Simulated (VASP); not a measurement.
Wanted: the native input for a VASP 6.6.1 run.

```yaml
Task: single point
Functional: PBEsol
Potentials_or_basis: VASP PAW PBE potentials, release 64 (Ni, Ge_d)
Cutoff: 520 eV
k_mesh: 12 × 12 × 8
Occupations: gaussian, width 0.1 eV
Spin: no spin polarisation
Dipole_correction: no
Further_INCAR_settings: ALGO = Fast; EDIFF = 1e-07; NBANDS = 43
```

The structure of Ni2Ge lies in POSCAR:

```
Ni2Ge
1.0
    4.0116824688      0.0000000000      0.0000000000
   -2.0058412344      3.4742189299      0.0000000000
    0.0000000000      0.0000000000      4.9839750738
Ni Ge
4 2
Direct
    0.6666666667      0.3333333333      0.2500000000
    0.3333333333      0.6666666667      0.7500000000
    0.0000000000      0.0000000000      0.0000000000
    0.0000000000      0.0000000000      0.5000000000
    0.6666666667      0.3333333333      0.7500000000
    0.3333333333      0.6666666667      0.2500000000
```

This cell differs from its parent crystal: biaxial strain in the a-b plane: +1.0 %.

One way to write it, as run:

INCAR

```
  PREC = Accurate
  ENCUT = 520
  EDIFF = 1E-7
  ISMEAR = 0
  SIGMA = 0.1
  LREAL = False
  LASPH = True
  NELM = 80
  ALGO = Fast
  ISIF = 2
  LWAVE = False
  LCHARG = True
  GGA = PS
  LELF = True
  LVHAR = True
  NBANDS = 43
```

KPOINTS

```
Automatic mesh
0
Gamma
  12 12 8
```

Potentials or basis: VASP PAW PBE potentials, release 64 (Ni, Ge_d).

The run is started by

```sh
$ cat potpaw_PBE.64/Ni/POTCAR potpaw_PBE.64/Ge_d/POTCAR > POTCAR
$ mpirun -np 1 vasp_std > vasp.out
```

It gave:

- Pressure: -2.9 GPa
- Band gap on the k mesh: zero (band 34 reaches 12.15 eV, above the bottom of band 35 at 9.57 eV)

Caveat: the cell differs from its parent crystal (biaxial strain in the a-b plane: +1.0 %); the PAW data sets were made with another functional, which shifts forces and pressure a little.

Wall time 5.9 min on 1 thread of Intel Xeon 6975P-C, on a shared host, peak memory 0.35 GiB.
